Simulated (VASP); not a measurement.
Runs of VASP 6.6.1 on Ag. The structure is that of space group P6_3/mmc (No. 194), or close to it. The cells are those of the table. This isn't the form of Ag at room conditions, which is fcc.

```tsv
task	cell	k mesh	cutoff (eV)	gap on the mesh (eV)	pressure (GPa)
single point	a = 2.846, b = 2.846, c = 4.805 Å, angles 90.0, 90.0, 120.0°, 2 atoms	24 × 24 × 12	520	none	3.4
single point	a = 2.875, b = 2.875, c = 4.776 Å, angles 90.0, 90.0, 120.0°, 2 atoms	24 × 24 × 12	520	none	1.6
single point	a = 2.846, b = 2.846, c = 4.835 Å, angles 90.0, 90.0, 120.0°, 2 atoms	24 × 24 × 12	520	none	(a)
relaxation of cell and atoms	relaxed to 25 GPa from a = 2.747, b = 2.747, c = 4.492 Å, angles 90.0, 90.0, 120.0°, 2 atoms	18 × 18 × 10	550	none	25.0
```

Alike in all rows: level r2SCAN; potentials or basis VASP PAW PBE potentials, release 64 (Ag); no spin polarisation; smearing gaussian 0.1 eV.

Question: Estimate the missing entries.

Answer: (a) 2.7.

Caveats: the PAW data sets were made with another functional, which shifts forces and pressure a little; the cell stands under pressure (at least some runs); the cell is relaxed towards a set pressure, so the run minimises the enthalpy, not the energy (at least some runs).

A k mesh can miss the band edges, and the runs leave out spin-orbit coupling on Ag.

A gap of «none» marks levels without a gap at the run's occupations.
